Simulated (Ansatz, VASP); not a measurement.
CsI in VASP and in Ansatz

File INCAR:

```
SYSTEM = CsI
ALGO = Normal ; EDIFF = 1E-6
ENCUT = 500 ; GGA = PE
GGA_COMPAT = .False. ; ISIF = 2
ISMEAR = 0 ; LASPH = .True.
LCHARG = .True. ; LELF = .True.
LREAL = .False. ; LVHAR = .True.
LWAVE = .False. ; NBANDS = 15
NELM = 120 ; PREC = Accurate
SIGMA = 0.02
```

Contents of KPOINTS:

```
k-points
0
Gamma
  6 6 6
  0 0 0
```

Contents of POSCAR:

```
CsI
1.0
    4.5707629811      0.0000000000      0.0000000000
    0.0000000000      4.5707629811      0.0000000000
    0.0000000000      0.0000000000      4.5707629811
Cs I
1 1
Direct
    0.0000000000      0.0000000000      0.0000000000
    0.5000000000      0.5000000000      0.5000000000
```

Input for Ansatz:

```yaml
crystal:
  lattice:
    - [4.5707629811, 0.0, 0.0]
    - [0.0, 4.5707629811, 0.0]
    - [0.0, 0.0, 4.5707629811]
  atoms:
    - { symbol: Cs, position: [0.0, 0.0, 0.0] }
    - { symbol: I, position: [0.5, 0.5, 0.5] }
basis:
  ecutwfc: 420
kpoints:
  mp_grid: { grid: [6, 6, 6] }
hamiltonian:
  xc: pbe
scf:
  occupations: { method: gaussian, width: 0.02 }
output:
  forces: true
  stress: true
  eigenvalues: true
```

Alike in both runs: task single point; functional PBE; k mesh 6 × 6 × 6; occupations gaussian, width 0.02 eV; no spin polarisation.

|  | VASP | Ansatz |
| --- | --- | --- |
| version | VASP 6.6.1 | Ansatz 0.2.0 |
| potentials or method | VASP PAW PBE potentials, release 64 (Cs_sv, I), cutoff 500 eV | scalar-relativistic, plane waves, PAW |
| valence electrons in the cell | 16 | 26 |

VASP gave:

```
gap on the k mesh at the Fermi level (eV) : 3.87
least direct gap on the mesh (eV)         : 3.96
pressure (GPa)                            : 0.8
```

Question: Which values does Ansatz return?

Answer: gap on the k mesh at the Fermi level (eV): 3.88; least direct gap on the mesh (eV): 3.97; pressure (GPa): 0.7.

VASP's potentials hold 16 valence electrons a cell and Ansatz's 26, so a difference there can come from the potentials and not from the codes.

Neither program's run includes spin-orbit coupling.
